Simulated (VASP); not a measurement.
# HfO2 (Fm-3m) in VASP: further runs, part 3 of 3

VASP 6.6.1.

## Step 5: Electric field gradients, LDA (volume scaled by 0.96)

INCAR

```
SYSTEM = HfO2
ALGO     = Normal         ! electronic algorithm
EDIFF    = 1E-8           ! SCF threshold, eV
ENCUT    = 520            ! plane-wave cutoff, eV
GGA      = CA             ! functional
ISIF     = 2              ! what is computed and relaxed
ISMEAR   = -1             ! smearing method
LASPH    = .True.         ! aspherical terms in the spheres
LCHARG   = .False.        ! write CHGCAR
LEFG     = .True.       
LREAL    = .False.        ! projectors in reciprocal space
LWAVE    = .False.        ! write WAVECAR
NBANDS   = 18             ! bands
NELM     = 80             ! most SCF steps
PREC     = Accurate       ! precision mode
SIGMA    = 0.01           ! smearing width, eV
```

KPOINTS

```
k-points
0
Gamma
  9 9 9
  0 0 0
```

POSCAR

```
HfO2
1.0
    0.0000000000      2.5229349520      2.5229349520
    2.5229349520      0.0000000000      2.5229349520
    2.5229349520      2.5229349520      0.0000000000
Hf O
1 2
Direct
    0.0000000000      0.0000000000      0.0000000000
    0.2500000000      0.2500000000      0.2500000000
    0.7500000000      0.7500000000      0.7500000000
```

Potentials or basis: VASP PAW LDA potentials, release 64 (Hf_pv, O).

Started as:

```sh
$ cat potpaw_LDA.64/Hf_pv/POTCAR potpaw_LDA.64/O/POTCAR > POTCAR
$ mpirun -np 1 vasp_std > vasp.out
```

OUTCAR:

```text
SYSTEM = HfO2
   EDIFF = 1E-8
   ENCUT = 520
   GGA = CA
   ISIF = 2
   ISMEAR = -1
   LASPH = .True.
   LREAL = .False.
   NELM = 80
   PREC = Accurate

 ion  position               nearest neighbor table
   1  0.000  0.000  0.000-   3 2.18   3 2.18   3 2.18   2 2.18   3 2.18   2 2.18   2 2.18   2 2.18

   2  0.250  0.250  0.250-   1 2.18   1 2.18   1 2.18   1 2.18
   3  0.750  0.750  0.750-   1 2.18   1 2.18   1 2.18   1 2.18

  LATTYP: Found a face centered cubic cell.
 ALAT       =     5.0458699040

  Lattice vectors:

 A1 = (   0.0000000000,   2.5229349520,   2.5229349520)
 A2 = (   2.5229349520,   0.0000000000,   2.5229349520)
 A3 = (   2.5229349520,   2.5229349520,   0.0000000000)

Analysis of symmetry for initial positions (statically):
=====================================================================
 Subroutine PRICEL returns:
 Original cell was already a primitive cell.

 Routine SETGRP: Setting up the symmetry group for a
 face centered cubic supercell.

 Subroutine GETGRP returns: Found 48 space group operations
 (whereof 48 operations were pure point group operations)
 out of a pool of 48 trial point group operations.

The static configuration has the point symmetry O_h .

Analysis of symmetry for dynamics (positions and initial velocities):
=====================================================================
 Subroutine PRICEL returns:
[... 168 lines left out ...]
      2     -25.2499      2.00000
      3     -25.2499      2.00000
      4     -14.3851      2.00000
      5     -11.1497      2.00000
      6      -1.3163      2.00000
[... 481 lines left out ...]
      5     -12.1299      2.00000
      6      -2.3458      2.00000
[... 10 lines left out ...]
     17      16.1863      0.00000
     18      16.8593      0.00000

 [... further k-points ...]

------------------------ aborting loop because EDIFF is reached ----------------------------------------

  FORCE on cell =-STRESS in cart. coord.  units (eV):
  Direction    XX          YY          ZZ          XY          YZ          ZX
  --------------------------------------------------------------------------------------
  -------------------------------------------------------------------------------------
  Total       -2.0412919     -2.0412919     -2.0412919     -0.0000000     -0.0000000      0.0000000
  in kB     -101.8280755   -101.8280755   -101.8280755     -0.0000000     -0.0000000      0.0000000
  external PRESSURE =    -101.8280755 kB  Pullay stress =       0.0000000 kB

 VOLUME and BASIS-vectors are now :
 -----------------------------------------------------------------------------
  energy-cutoff  :      520.00
  volume of cell :       32.12
      direct lattice vectors                 reciprocal lattice vectors
     0.000000000  2.522934952  2.522934952    -0.198181883  0.198181883  0.198181883
     2.522934952  0.000000000  2.522934952     0.198181883 -0.198181883  0.198181883
     2.522934952  2.522934952  0.000000000     0.198181883  0.198181883 -0.198181883

 POSITION                                       TOTAL-FORCE (eV/Angst)
 -----------------------------------------------------------------------------------
      0.00000      0.00000      0.00000        -0.000000     -0.000000      0.000000
      1.26147      1.26147      1.26147         0.000000      0.000000      0.000000
      3.78440      3.78440      3.78440        -0.000000     -0.000000     -0.000000
 -----------------------------------------------------------------------------------
    total drift:                                0.000000      0.000000      0.000000

  FREE ENERGIE OF THE ION-ELECTRON SYSTEM (eV)
  ---------------------------------------------------
  free  energy   TOTEN  =       -33.0331799835 eV

  energy  without entropy=      -33.0331799835  energy(sigma->0) =      -33.03317998

 Electric field gradients (V/A^2)
---------------------------------------------------------------------
 ion       V_xx      V_yy      V_zz      V_xy      V_xz      V_yz
---------------------------------------------------------------------
   1       0.000    -0.000     0.000     0.000     0.000     0.000
   2      -0.000    -0.000    -0.000    -0.002    -0.002    -0.002
   3      -0.000    -0.000    -0.000    -0.002    -0.002    -0.002
---------------------------------------------------------------------

 Electric field gradients after diagonalization (V/A^2)
 (convention: |V_zz| > |V_xx| > |V_yy|)
----------------------------------------------------------------------
 ion       V_xx      V_yy      V_zz     asymmetry (V_yy - V_xx)/ V_zz
----------------------------------------------------------------------
   1      -0.000    -0.000     0.001       0.000
   2       0.002     0.002    -0.004       0.000
   3       0.002     0.002    -0.004       0.000
----------------------------------------------------------------------

           NMR quadrupolar parameters

 Cq : quadrupolar parameter    Cq=e*Q*V_zz/h
 eta: asymmetry parameters     (V_yy - V_xx)/ V_zz
 Q  : nuclear electric quadrupole moment in mb (millibarn)
----------------------------------------------------------------------
 ion       Cq(MHz)       eta       Q (mb)
----------------------------------------------------------------------
   1       0.000       0.000       1.000
   2      -0.000       0.000       1.000
   3      -0.000       0.000       1.000
----------------------------------------------------------------------
```

stdout:

```text
POSCAR found type information on POSCAR HfO
 POSCAR found :  2 types and       3 ions
 scaLAPACK will be used
 LDA part: xc-table for (Slater(with rela. corr.)+CA(PZ))
 , standard interpolation
 POSCAR, INCAR and KPOINTS ok, starting setup
 FFT: planning ... GRIDC
 FFT: planning ... GRID_SOFT
 FFT: planning ... GRID
 WAVECAR not read
 entering main loop
ion   1

ion   2

ion   3
```

It took 41 s on 1 thread of AMD EPYC 7R13, shared host; peak memory 0.12 GiB.

Results:

| Property | Result |
| --- | --- |
| Free energy | -33.0332 eV |
| Pressure | -10.2 GPa |
| Band gap on the k mesh | 3.75 eV, indirect (least direct gap 3.87 eV) |

Caveat: the cell differs from its parent crystal (volume scaled by 0.96); without QUAD_EFG the Cq values of the log hold for a quadrupole moment of 1 mb, not for the nuclei; spin-orbit coupling is left out, which moves the levels of the heavy elements. A k mesh can miss the band edges.

## Step 6: Electric field gradients, LDA

This run uses another cell than the first one, of 11.15 Å³/atom, 0.943 times its volume.

INCAR

```
PREC = Accurate
ENCUT = 520
EDIFF = 1E-8
ISMEAR = -1
SIGMA = 0.01
LREAL = False
LASPH = True
NELM = 60
ALGO = Normal
ISIF = 2
LWAVE = False
LCHARG = False
GGA = CA
LEFG = True
NBANDS = 18
```

KPOINTS

```
regular mesh
0
Gamma
  9 9 9
```

POSCAR

```
HfO2
1.0
    0.0000000000      2.5575000000      2.5575000000
    2.5575000000      0.0000000000      2.5575000000
    2.5575000000      2.5575000000      0.0000000000
Hf O
1 2
Direct
    0.0000000000      0.0000000000      0.0000000000
    0.2500000000      0.2500000000      0.2500000000
    0.7500000000      0.7500000000      0.7500000000
```

Potentials or basis: VASP PAW LDA potentials, release 64 (Hf_pv, O).

Started as:

```sh
$ cat potpaw_LDA.64/Hf_pv/POTCAR potpaw_LDA.64/O/POTCAR > POTCAR
$ mpirun -np 1 vasp_std > vasp.out
```

OUTCAR:

```text
PREC = Accurate
   ENCUT = 520
   EDIFF = 1E-8
   ISMEAR = -1
   LREAL = False
   LASPH = True
   NELM = 60
   ISIF = 2
   GGA = CA

 ion  position               nearest neighbor table
   1  0.000  0.000  0.000-   3 2.21   3 2.21   3 2.21   2 2.21   3 2.21   2 2.21   2 2.21   2 2.21

   2  0.250  0.250  0.250-   1 2.21   1 2.21   1 2.21   1 2.21
   3  0.750  0.750  0.750-   1 2.21   1 2.21   1 2.21   1 2.21

  LATTYP: Found a face centered cubic cell.
 ALAT       =     5.1150000000

  Lattice vectors:

 A1 = (   0.0000000000,   2.5575000000,   2.5575000000)
 A2 = (   2.5575000000,   0.0000000000,   2.5575000000)
 A3 = (   2.5575000000,   2.5575000000,   0.0000000000)

Analysis of symmetry for initial positions (statically):
=====================================================================
 Subroutine PRICEL returns:
 Original cell was already a primitive cell.

 Routine SETGRP: Setting up the symmetry group for a
 face centered cubic supercell.
[... 698 lines left out ...]
     2.557500000  2.557500000  0.000000000     0.195503421  0.195503421 -0.195503421

 POSITION                                       TOTAL-FORCE (eV/Angst)
 -----------------------------------------------------------------------------------
      0.00000      0.00000      0.00000        -0.000000      0.000000      0.000000
      1.27875      1.27875      1.27875         0.000000     -0.000000     -0.000000
      3.83625      3.83625      3.83625        -0.000000     -0.000000      0.000000
 -----------------------------------------------------------------------------------
    total drift:                                0.000000      0.000000      0.000000

  FREE ENERGIE OF THE ION-ELECTRON SYSTEM (eV)
  ---------------------------------------------------
  free  energy   TOTEN  =       -32.9104648705 eV

  energy  without entropy=      -32.9104648705  energy(sigma->0) =      -32.91046487

 Electric field gradients (V/A^2)
---------------------------------------------------------------------
 ion       V_xx      V_yy      V_zz      V_xy      V_xz      V_yz
---------------------------------------------------------------------
   1       0.000     0.000    -0.000    -0.000    -0.000    -0.000
   2      -0.000     0.000    -0.000    -0.001    -0.001    -0.001
   3      -0.000     0.000    -0.000    -0.001    -0.001    -0.001
---------------------------------------------------------------------

 Electric field gradients after diagonalization (V/A^2)
 (convention: |V_zz| > |V_xx| > |V_yy|)
----------------------------------------------------------------------
 ion       V_xx      V_yy      V_zz     asymmetry (V_yy - V_xx)/ V_zz
----------------------------------------------------------------------
   1       0.000     0.000    -0.000       0.000
   2       0.001     0.001    -0.002       0.000
   3       0.001     0.001    -0.002       0.000
----------------------------------------------------------------------

           NMR quadrupolar parameters

 Cq : quadrupolar parameter    Cq=e*Q*V_zz/h
 eta: asymmetry parameters     (V_yy - V_xx)/ V_zz
 Q  : nuclear electric quadrupole moment in mb (millibarn)
----------------------------------------------------------------------
 ion       Cq(MHz)       eta       Q (mb)
----------------------------------------------------------------------
   1      -0.000       0.000       1.000
   2      -0.000       0.000       1.000
   3      -0.000       0.000       1.000
----------------------------------------------------------------------
```

stdout:

```text
POSCAR found type information on POSCAR HfO
 POSCAR found :  2 types and       3 ions
 scaLAPACK will be used
 LDA part: xc-table for (Slater(with rela. corr.)+CA(PZ))
 , standard interpolation
 POSCAR, INCAR and KPOINTS ok, starting setup
 FFT: planning ... GRIDC
 FFT: planning ... GRID_SOFT
 FFT: planning ... GRID
 WAVECAR not read
 entering main loop
ion   1

ion   2

ion   3
```

It took 45 s on 1 thread of AMD EPYC 7R13, shared host; peak memory 0.12 GiB.

What came out:

```yaml
Free_energy: -32.9105 eV
Pressure: -19.3 GPa
Band_gap_on_the_k_mesh: 3.63 eV, indirect (least direct gap 3.75 eV)
```

Caveat: without QUAD_EFG the Cq values of the log hold for a quadrupole moment of 1 mb, not for the nuclei; spin-orbit coupling is left out, which moves the levels of the heavy elements. A hybrid or GW would open this gap; LDA tends to underestimate it.

## Step 7: Electric field gradients, LDA

This run uses another cell than the first one, of 11.15 Å³/atom, 0.943 times its volume.

INCAR

```
SYSTEM = HfO2
PREC = Accurate
ENCUT = 520
EDIFF = 1E-8
ISMEAR = -1
SIGMA = 0.01
LREAL = .False.
LASPH = .True.
NELM = 100
ALGO = Normal
ISIF = 2
LWAVE = .False.
LCHARG = .False.
LEFG = .True.
NBANDS = 18
```

KPOINTS

```
Automatic mesh
0
Gamma
  9 9 9
  0 0 0
```

POSCAR is that of step 6.

Potentials or basis: VASP PAW LDA potentials, release 64 (Hf_pv, O).

Started as:

```sh
$ cat potpaw_LDA.64/Hf_pv/POTCAR potpaw_LDA.64/O/POTCAR > POTCAR
$ mpirun -np 1 vasp_std > vasp.out
```

OUTCAR:

```text
SYSTEM = HfO2
   PREC = Accurate
   ENCUT = 520
   EDIFF = 1E-8
   ISMEAR = -1
   LREAL = .False.
   LASPH = .True.
   NELM = 100
   ISIF = 2

 ion  position               nearest neighbor table
   1  0.000  0.000  0.000-   3 2.21   3 2.21   3 2.21   2 2.21   3 2.21   2 2.21   2 2.21   2 2.21

   2  0.250  0.250  0.250-   1 2.21   1 2.21   1 2.21   1 2.21
   3  0.750  0.750  0.750-   1 2.21   1 2.21   1 2.21   1 2.21

  LATTYP: Found a face centered cubic cell.
 ALAT       =     5.1150000000

  Lattice vectors:

 A1 = (   0.0000000000,   2.5575000000,   2.5575000000)
 A2 = (   2.5575000000,   0.0000000000,   2.5575000000)
 A3 = (   2.5575000000,   2.5575000000,   0.0000000000)

Analysis of symmetry for initial positions (statically):
=====================================================================
 Subroutine PRICEL returns:
 Original cell was already a primitive cell.

 Routine SETGRP: Setting up the symmetry group for a
 face centered cubic supercell.

 Subroutine GETGRP returns: Found 48 space group operations
 (whereof 48 operations were pure point group operations)
 out of a pool of 48 trial point group operations.

The static configuration has the point symmetry O_h .

Analysis of symmetry for dynamics (positions and initial velocities):
=====================================================================
 Subroutine PRICEL returns:
 Original cell was already a primitive cell.

 Routine SETGRP: Setting up the symmetry group for a
 face centered cubic supercell.

[... 167 lines left out ...]
      6      -1.4220      2.00000
[... 481 lines left out ...]
      5     -12.4484      2.00000
      6      -2.4452      2.00000
[... 10 lines left out ...]
     17      15.4016      0.00000
     18      16.2589      0.00000

 [... further k-points ...]

------------------------ aborting loop because EDIFF is reached ----------------------------------------

  FORCE on cell =-STRESS in cart. coord.  units (eV):
  Direction    XX          YY          ZZ          XY          YZ          ZX
  --------------------------------------------------------------------------------------
  -------------------------------------------------------------------------------------
  Total       -4.0326580     -4.0326580     -4.0326580     -0.0000000     -0.0000000      0.0000000
  in kB     -193.1190219   -193.1190219   -193.1190219     -0.0000000     -0.0000000      0.0000000
  external PRESSURE =    -193.1190219 kB  Pullay stress =       0.0000000 kB

 VOLUME and BASIS-vectors are now :
 -----------------------------------------------------------------------------
  energy-cutoff  :      520.00
  volume of cell :       33.46
      direct lattice vectors                 reciprocal lattice vectors
     0.000000000  2.557500000  2.557500000    -0.195503421  0.195503421  0.195503421
     2.557500000  0.000000000  2.557500000     0.195503421 -0.195503421  0.195503421
     2.557500000  2.557500000  0.000000000     0.195503421  0.195503421 -0.195503421

 POSITION                                       TOTAL-FORCE (eV/Angst)
 -----------------------------------------------------------------------------------
      0.00000      0.00000      0.00000        -0.000000      0.000000      0.000000
      1.27875      1.27875      1.27875         0.000000     -0.000000     -0.000000
      3.83625      3.83625      3.83625        -0.000000     -0.000000      0.000000
 -----------------------------------------------------------------------------------
    total drift:                                0.000000      0.000000      0.000000

  FREE ENERGIE OF THE ION-ELECTRON SYSTEM (eV)
  ---------------------------------------------------
  free  energy   TOTEN  =       -32.9104648705 eV

  energy  without entropy=      -32.9104648705  energy(sigma->0) =      -32.91046487

 Electric field gradients (V/A^2)
---------------------------------------------------------------------
 ion       V_xx      V_yy      V_zz      V_xy      V_xz      V_yz
---------------------------------------------------------------------
   1       0.000     0.000    -0.000    -0.000    -0.000    -0.000
   2      -0.000     0.000    -0.000    -0.001    -0.001    -0.001
   3      -0.000     0.000    -0.000    -0.001    -0.001    -0.001
---------------------------------------------------------------------

 Electric field gradients after diagonalization (V/A^2)
 (convention: |V_zz| > |V_xx| > |V_yy|)
----------------------------------------------------------------------
 ion       V_xx      V_yy      V_zz     asymmetry (V_yy - V_xx)/ V_zz
----------------------------------------------------------------------
   1       0.000     0.000    -0.000       0.000
   2       0.001     0.001    -0.002       0.000
   3       0.001     0.001    -0.002       0.000
----------------------------------------------------------------------

           NMR quadrupolar parameters

 Cq : quadrupolar parameter    Cq=e*Q*V_zz/h
 eta: asymmetry parameters     (V_yy - V_xx)/ V_zz
 Q  : nuclear electric quadrupole moment in mb (millibarn)
----------------------------------------------------------------------
 ion       Cq(MHz)       eta       Q (mb)
----------------------------------------------------------------------
   1      -0.000       0.000       1.000
   2      -0.000       0.000       1.000
   3      -0.000       0.000       1.000
----------------------------------------------------------------------
```

It took 44 s on 1 thread of AMD EPYC 7R13, shared host; peak memory 0.12 GiB.

Results:

* Free energy: -32.9105 eV
* Pressure: -19.3 GPa
* Band gap on the k mesh: 3.63 eV, indirect (least direct gap 3.75 eV)

Levels at points of the mesh, in eV from the valence-band top:
```tsv
k point	band 7	band 8	band 9	band 10	band 11	band 12	band 13	band 14	band 15	band 16
(0.00, 0.00, 0.00)	-5.20	-5.20	-0.55	-0.55	-0.55	3.67	3.67	5.53	10.09	10.09
```

Caveat: without QUAD_EFG the Cq values of the log hold for a quadrupole moment of 1 mb, not for the nuclei; spin-orbit coupling is left out, which moves the levels of the heavy elements. A k mesh can miss the band edges.

## Step 8: The runs side by side

```csv
task,cell,k mesh for the DOS,occupations for the DOS,gap on the mesh (eV),pressure (GPa)
electric field gradients,"a = 3.688 Å, angles 60.0°, 3 atoms",-,-,3.47,-29.6
density of states,"a = 3.617 Å, angles 60.0°, 3 atoms",14 × 14 × 14,tetrahedron,-,-
electric field gradients,"a = 3.543 Å, angles 60.0°, 3 atoms",-,-,3.81,-4.8
electric field gradients,"a = 3.568 Å, angles 60.0°, 3 atoms",-,-,3.75,-10.2
electric field gradients,"a = 3.617 Å, angles 60.0°, 3 atoms",-,-,3.63,-19.3
```

Alike in all rows: level LDA; potentials or basis VASP PAW LDA potentials, release 64 (Hf_pv, O); no spin polarisation; k mesh 9 × 9 × 9; cutoff (eV) 520; smearing fermi-dirac 0.01 eV.

Caveats: spin-orbit coupling is left out, which moves the levels of the heavy elements.

Absolute energies hang on the potentials; compare differences alone.
